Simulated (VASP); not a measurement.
# CoSn2 (I4/mcm) in VASP: single point with PBEsol

Aim: the single point of CoSn2 with PBEsol.

All numbers are computed with VASP 6.6.1; they aren't measurements. Logs are shortened: lines on timing, memory, paths and dates and some standing lists are left out, and cuts for length are marked.

## Step 1: The cell of the first run

Symmetry: I4/mcm, No. 140, tetragonal system. The conventional cell has a = 6.280 Å, b = 6.280 Å, c = 5.398 Å, α = 90.00°, β = 90.00°, γ = 90.00°. Co (site symmetry 422) has 2 Co at 2.70 Å and 8 Sn at 2.70 Å within 3.6 Å. Within 3.6 Å of Sn (site symmetry m2m) lie 4 Co at 2.70 Å and 11 Sn at 2.95 to 3.41 Å.

## Step 2: Single point, PBEsol

Input file POSCAR:

```
CoSn2
1.0
   -3.1397850723      3.1397850723      2.6987583004
    3.1397850723     -3.1397850723      2.6987583004
    3.1397850723      3.1397850723     -2.6987583004
Co Sn
2 4
Direct
    0.2500000000      0.2500000000      0.0000000000
    0.7500000000      0.7500000000      0.0000000000
    0.6663276326      0.1663276326      0.8326552652
    0.1663276326      0.3336723674      0.5000000000
    0.3336723674      0.8336723674      0.1673447348
    0.8336723674      0.6663276326      0.5000000000
```

Input file INCAR.step1:

```
SYSTEM = CoSn2
PREC = Accurate ; ENCUT = 520
EDIFF = 1E-6 ; ISMEAR = 0
SIGMA = 0.1 ; LREAL = .FALSE.
LASPH = .TRUE. ; NELM = 80
ALGO = Fast ; ISIF = 2
LWAVE = .FALSE. ; LCHARG = .TRUE.
LMAXMIX = 4 ; GGA = PS
NBANDS = 46
```

Input file KPOINTS.step1:

```
regular mesh
0
G
  8 8 8
  0 0 0
```

Input file INCAR.step2:

```
SYSTEM = CoSn2
PREC = Accurate ; ENCUT = 520
EDIFF = 1E-6 ; ISMEAR = -5
SIGMA = 0.1 ; LREAL = .FALSE.
LASPH = .TRUE. ; NELM = 80
ALGO = Fast ; ISIF = 2
LWAVE = .FALSE. ; LCHARG = .FALSE.
LMAXMIX = 4 ; GGA = PS
LORBIT = 11 ; NEDOS = 1001
ICHARG = 11
```

Input file KPOINTS.step2:

```
regular mesh
0
G
  12 12 12
  0 0 0
```

Potentials or basis: VASP PAW PBE potentials, release 64 (Co, Sn_d).

Launch:

```console
$ cat potpaw_PBE.64/Co/POTCAR potpaw_PBE.64/Sn_d/POTCAR > POTCAR
$ cp INCAR.step1 INCAR
$ cp KPOINTS.step1 KPOINTS
$ mpirun -np 1 vasp_std > vasp.out
$ cp INCAR.step2 INCAR
$ cp KPOINTS.step2 KPOINTS
$ mpirun -np 1 vasp_std > vasp.out
```

OUTCAR:

```text
SYSTEM = CoSn2
   PREC = Accurate
   ENCUT = 520
   EDIFF = 1E-6
   ISMEAR = -5
   LREAL = .FALSE.
   LASPH = .TRUE.
   NELM = 80
   ISIF = 2
   GGA = PS
   LORBIT = 11
   ICHARG = 11

 ion  position               nearest neighbor table
   1  0.250  0.250  0.000-   2 2.70   2 2.70   6 2.70   3 2.70   4 2.70   5 2.70   4 2.70   6 2.70
                             3 2.70   5 2.70
   2  0.750  0.750  0.000-   1 2.70   1 2.70   5 2.70   3 2.70   5 2.70   6 2.70   6 2.70   3 2.70
                             4 2.70   4 2.70
   3  0.666  0.166  0.833-   1 2.70   2 2.70   1 2.70   2 2.70   5 2.95   5 3.08   5 3.08   4 3.31
                             6 3.31   6 3.31   4 3.31   6 3.41   4 3.41   4 3.41   6 3.41
   4  0.166  0.334  0.500-   2 2.70   1 2.70   1 2.70   2 2.70   6 2.95   6 3.08   6 3.08   5 3.31
                             3 3.31   5 3.31   3 3.31   3 3.41   5 3.41   3 3.41   5 3.41
   5  0.334  0.834  0.167-   1 2.70   2 2.70   1 2.70   2 2.70   3 2.95   3 3.08   3 3.08   6 3.31
                             4 3.31   6 3.31   4 3.31   4 3.41   6 3.41   6 3.41   4 3.41
   6  0.834  0.666  0.500-   1 2.70   2 2.70   2 2.70   1 2.70   4 2.95   4 3.08   4 3.08   5 3.31
                             3 3.31   5 3.31   3 3.31   5 3.41   3 3.41   3 3.41   5 3.41

  LATTYP: Found a body centered tetragonal cell.
 ALAT       =     6.2795701446
 C/A-ratio  =     0.8595359995

  Lattice vectors:

 A1 = (  -3.1397850723,   3.1397850723,   2.6987583004)
 A2 = (   3.1397850723,  -3.1397850723,   2.6987583004)
 A3 = (   3.1397850723,   3.1397850723,  -2.6987583004)

Analysis of symmetry for initial positions (statically):
=====================================================================
 Subroutine PRICEL returns:
 Original cell was already a primitive cell.

 Routine SETGRP: Setting up the symmetry group for a
 body centered tetragonal supercell.

 Subroutine GETGRP returns: Found 16 space group operations
 (whereof  8 operations were pure point group operations)
 out of a pool of 16 trial point group operations.

The static configuration has the point symmetry C_4h.
 The point group associated with its full space group is D_4h.

Analysis of symmetry for dynamics (positions and initial velocities):
=====================================================================
 Subroutine PRICEL returns:
 Original cell was already a primitive cell.

 Routine SETGRP: Setting up the symmetry group for a
 body centered tetragonal supercell.

 Subroutine GETGRP returns: Found 16 space group operations
 (whereof  8 operations were pure point group operations)
 out of a pool of 16 trial point group operations.

The dynamic configuration has the point symmetry C_4h.
 The point group associated with its full space group is D_4h.

 Subroutine INISYM returns: Found 16 space group operations
 (whereof  8 operations are pure point group operations),
 and found     1 'primitive' translations

----------------------------------------------------------------------------------------

                                     Primitive cell

  volume of cell :     106.4201

  direct lattice vectors                    reciprocal lattice vectors
    -3.139785072  3.139785072  2.698758300     0.000000000  0.159246569  0.185270389
     3.139785072 -3.139785072  2.698758300     0.159246569  0.000000000  0.185270389
     3.139785072  3.139785072 -2.698758300     0.159246569  0.159246569  0.000000000

  length of vectors
     5.196132886  5.196132886  5.196132886     0.244304291  0.244304291  0.225208658

  position of ions in fractional coordinates (direct lattice)
     0.250000000  0.250000000  0.000000000
     0.750000000  0.750000000  0.000000000
     0.666327633  0.166327633  0.832655265
     0.166327633  0.333672367  0.500000000
     0.333672367  0.833672367  0.167344735
     0.833672367  0.666327633  0.500000000

  ion indices of the primitive-cell ions
   primitive index   ion index
                 1           1
                 2           2
                 3           3
                 4           4
                 5           5
                 6           6

----------------------------------------------------------------------------------------

 KPOINTS: regular mesh

Automatic generation of k-mesh.
 Grid dimensions read from file:
 generate k-points for:   12   12   12

 Generating k-lattice:

  Cartesian coordinates                     Fractional coordinates (reciprocal lattice)
     0.000000000  0.013270547  0.015439199     0.083333333  0.000000000 -0.000000000
     0.013270547  0.000000000  0.015439199     0.000000000  0.083333333 -0.000000000
     0.013270547  0.013270547  0.000000000     0.000000000  0.000000000  0.083333333

  Length of vectors
     0.020358691  0.020358691  0.018767388

  Shift w.r.t. Gamma in fractional coordinates (k-lattice)
     0.000000000  0.000000000  0.000000000

 TETIRR: Found   4117 inequivalent tetrahedra from    10368

 Subroutine IBZKPT returns following result:
 ===========================================

 Found    163 irreducible k-points:

 Following reciprocal coordinates:
            Coordinates               Weight
  0.000000  0.000000  0.000000      1.000000
  0.083333  0.000000 -0.000000      8.000000
  0.166667  0.000000 -0.000000      8.000000
  0.250000  0.000000 -0.000000      8.000000
  0.333333  0.000000 -0.000000      8.000000
  0.416667  0.000000 -0.000000      8.000000
[... 16 lines left out ...]
  0.500000  0.166667 -0.000000     16.000000
 -0.416667  0.166667  0.000000     16.000000
 [... further k-points ...]
   k-points           NKPTS =    163   k-points in BZ     NKDIM =    163   number of bands    NBANDS=     44
   number of dos      NEDOS =   1001   number of ions     NIONS =      6
   total plane-waves  NPLWV =  64000
   dimension x,y,z NGX =    40 NGY =   40 NGZ =   40
   dimension x,y,z NGXF=    80 NGYF=   80 NGZF=   80
   ions per type =               2   4
   NGX,Y,Z   is equivalent  to a cutoff of  12.80, 12.80, 12.80 a.u.
   NGXF,Y,Z  is equivalent  to a cutoff of  25.60, 25.60, 25.60 a.u.
 SYSTEM =  CoSn2
   PREC   = accura    normal or accurate (medium, high low for compatibility)
   ISTART =      0    job   : 0-new  1-cont  2-samecut
   ICHARG =     11    charge: 1-file 2-atom 10-const
   ISPIN  =      1    spin polarized calculation?
   LNONCOLLINEAR =      F non collinear calculations
   LSORBIT =      F    spin-orbit coupling
   LASPH  =      T    aspherical Exc in radial PAW
   ENCUT  =  520.0 eV  38.22 Ry    6.18 a.u.   9.66  9.66  9.66*2*pi/ulx,y,z
   NELM   =     80;   NELMIN=  2; NELMDL=  0     # of ELM steps
   EDIFF  = 0.1E-05   stopping-criterion for ELM
   LREAL  =      F    real-space projection
[... 7 lines left out ...]
   TEBEG  =    0.0;   TEEND  =   0.0 temperature during run
   PSTRESS=    0.0 pullay stress
   NELECT =      74.0000    total number of electrons
   NUPDOWN=      -1.0000    fix difference up-down
   EMIN   =  10.00;   EMAX   =-10.00  energy-range for DOS
   EFERMI =   0.00;   METHOD = LEGACY
   ISMEAR =    -5;   SIGMA  =   0.10  broadening in eV -4-tet -1-fermi 0-gaus
   EFERMI_NEDOS =   21; number of points for ismear=-14 and -15
   IALGO  =     68    algorithm
   IMIX   =      4    mixing-type and parameters
     AMIX     =   0.40;   BMIX     =  1.00
     AMIX_MAG =   1.60;   BMIX_MAG =  1.00
  volume/ion in A,a.u.               =      17.74       119.69
  Fermi-wavevector in a.u.,A,eV,Ry     =   1.450366  2.740793 28.620673  2.103560
  Thomas-Fermi vector in A             =   2.567986
   LORBIT       =     11    0 simple, 1 ext, 2 COOP (PROOUT), +10 PAW based schemes
   GGA     = PS    functional components
   LHFCALC =     F    Hartree Fock is set to
   AEXX    =    0.0000 exact exchange contribution
   IVDW    =     0    specifies the selected vdW correction
   LEPSILON=     F    determine dielectric tensor
   LRPA    =     F    only Hartree local field effects (RPA)
 non-spin polarized calculation
 RMM-DIIS sequential band-by-band and
 Fermi weights with tetrahedron method with Bloechl corrections
  energy-cutoff  :      520.00
  volume of cell :      106.42
 maximum number of plane-waves:      2894

 number of electron      73.9999994 magnetization

 Free energy of the ion-electron system (eV)
  ---------------------------------------------------
  ext. energy  EPLUGINS =         0.00000000
  ---------------------------------------------------
  free energy    TOTEN  =       -33.28987831 eV

  energy without entropy =      -33.28987831  energy(sigma->0) =      -33.28987831

 E-fermi :  10.8609     XC(G=0): -12.1040

 val. band max:       10.9210548945   @ k =   0.3333   0.0833   0.0833
 cond. band min:      10.8155790164   @ k =  -0.2500  -0.2500   0.1667
 fundamental gap:     -0.1054758782
 Fermi energy:        10.8608979848

 k-point     1 :       0.0000    0.0000    0.0000
  band No.  band energies     occupation
      1     -10.6310      2.00000
      2     -10.6006      2.00000
      3     -10.5775      2.00000
      4     -10.5746      2.00000
      5     -10.5742      2.00000
      6     -10.5742      2.00000
[... 36 lines left out ...]
     43      13.6073      0.00000
     44      15.8641      0.00000

 k-point     2 :       0.0833    0.0000   -0.0000
  band No.  band energies     occupation
      1     -10.6340      2.00000
      2     -10.6017      2.00000
      3     -10.5958      2.00000
      4     -10.5906      2.00000
      5     -10.5835      2.00000
      6     -10.5570      2.00000
[... 36 lines left out ...]
     43      13.8348      0.00000
     44      15.1147      0.00000

 k-point     3 :       0.1667    0.0000   -0.0000
  band No.  band energies     occupation
      1     -10.6435      2.00000
      2     -10.6307      2.00000
      3     -10.6123      2.00000
      4     -10.5893      2.00000
      5     -10.5799      2.00000
      6     -10.5452      2.00000
[... 36 lines left out ...]
     43      14.3124      0.00000
     44      14.5600      0.00000

 k-point     4 :       0.2500    0.0000   -0.0000
  band No.  band energies     occupation
      1     -10.6558      2.00000
      2     -10.6534      2.00000
      3     -10.6297      2.00000
      4     -10.5901      2.00000
      5     -10.5573      2.00000
      6     -10.5484      2.00000
[... 882 lines left out ...]
     43      14.6492      0.00000
     44      15.4150      0.00000

 k-point    23 :       0.5000    0.1667   -0.0000
  band No.  band energies     occupation
      1     -10.6770      2.00000
      2     -10.6629      2.00000
      3     -10.6399      2.00000
      4     -10.5985      2.00000
      5     -10.5641      2.00000
      6     -10.5379      2.00000
[... 36 lines left out ...]
     43      14.8789      0.00000
     44      15.4799      0.00000

 k-point    24 :      -0.4167    0.1667    0.0000
  band No.  band energies     occupation
      1     -10.6733      2.00000
      2     -10.6535      2.00000
      3     -10.6348      2.00000
      4     -10.5825      2.00000
      5     -10.5661      2.00000
      6     -10.5424      2.00000
[... 36 lines left out ...]
     43      14.5729      0.00000
     44      14.7540      0.00000

 [... further k-points ...]
[... 5 lines left out ...]
  --------------------------------------------------------------------------------------
  -------------------------------------------------------------------------------------
  Total        0.2840578      0.2840578      0.4793527      0.0000000      0.0000000      0.0000000
  in kB        4.2765499      4.2765499      7.2167540      0.0000000      0.0000000      0.0000000
  external PRESSURE =       5.2566180 kB  Pullay stress =       0.0000000 kB

 VOLUME and BASIS-vectors are now :
 -----------------------------------------------------------------------------
  energy-cutoff  :      520.00
  volume of cell :      106.42
      direct lattice vectors                 reciprocal lattice vectors
    -3.139785072  3.139785072  2.698758300     0.000000000  0.159246569  0.185270389
     3.139785072 -3.139785072  2.698758300     0.159246569  0.000000000  0.185270389
     3.139785072  3.139785072 -2.698758300     0.159246569  0.159246569  0.000000000

 POSITION                                       TOTAL-FORCE (eV/Angst)
 -----------------------------------------------------------------------------------
      0.00000      0.00000      1.34938         0.000000      0.000000      0.000000
      0.00000      0.00000      4.04814         0.000000      0.000000      0.000000
      1.04447      4.18425      0.00000         0.005271      0.005271      0.000000
      2.09532      1.04447      0.00000        -0.005271      0.005271      0.000000
      2.09532     -1.04447      2.69876        -0.005271     -0.005271     -0.000000
      1.04447      2.09532      2.69876         0.005271     -0.005271     -0.000000
 -----------------------------------------------------------------------------------
    total drift:                               -0.000000     -0.000000      0.000000

  FREE ENERGIE OF THE ION-ELECTRON SYSTEM (eV)
  ---------------------------------------------------
  free  energy   TOTEN  =       -33.2898783139 eV

  energy  without entropy=      -33.2898783139  energy(sigma->0) =      -33.28987831

 total charge

# of ion       s       p       d       tot
------------------------------------------
    1        0.379   0.414   7.490   8.283
    2        0.379   0.414   7.490   8.283
    3        1.164   1.144  10.046  12.355
    4        1.164   1.144  10.046  12.355
    5        1.164   1.144  10.046  12.355
    6        1.164   1.144  10.046  12.355
--------------------------------------------------
tot          5.415   5.405  55.164  65.985
```

Wall time 19 min (1 thread of Intel Xeon Platinum 8259CL at 2.50GHz (Skylake/Cascade Lake), shared host); peak memory 0.67 GiB.

Results:

```yaml
Valence_electrons_inside_the_program's_atomic_spheres: Co 8.28; Sn 12.36
```

Levels at points of the mesh, in eV from the Fermi level:
| k point | band 34 | band 35 | band 36 | band 37 | band 38 | band 39 | band 40 | band 41 |
| --- | --- | --- | --- | --- | --- | --- | --- | --- |
| (0.00, 0.00, 0.00) | -1.32 | -1.13 | -1.06 | -0.58 | -0.58 | 0.43 | 0.51 | 0.52 |
| (0.50, 0.00, 0.00) | -1.02 | -0.71 | -0.71 | 0.23 | 0.23 | 1.99 | 1.99 | 3.32 |
| (0.50, 0.50, 0.00) | -1.12 | -1.07 | -0.70 | -0.58 | 0.75 | 0.86 | 1.44 | 2.97 |
| (0.50, 0.50, 0.50) | -0.68 | -0.68 | 0.27 | 0.28 | 1.67 | 2.70 | 2.73 | 2.73 |

Caveat: the PAW data sets were made with another functional, which shifts forces and pressure a little; spin-orbit coupling is left out, which moves the levels of the heavy elements; the run has no spin polarisation, though such a crystal can be magnetic. Spin polarisation is off, so any magnetic state and its effect on volume and gap are missing.
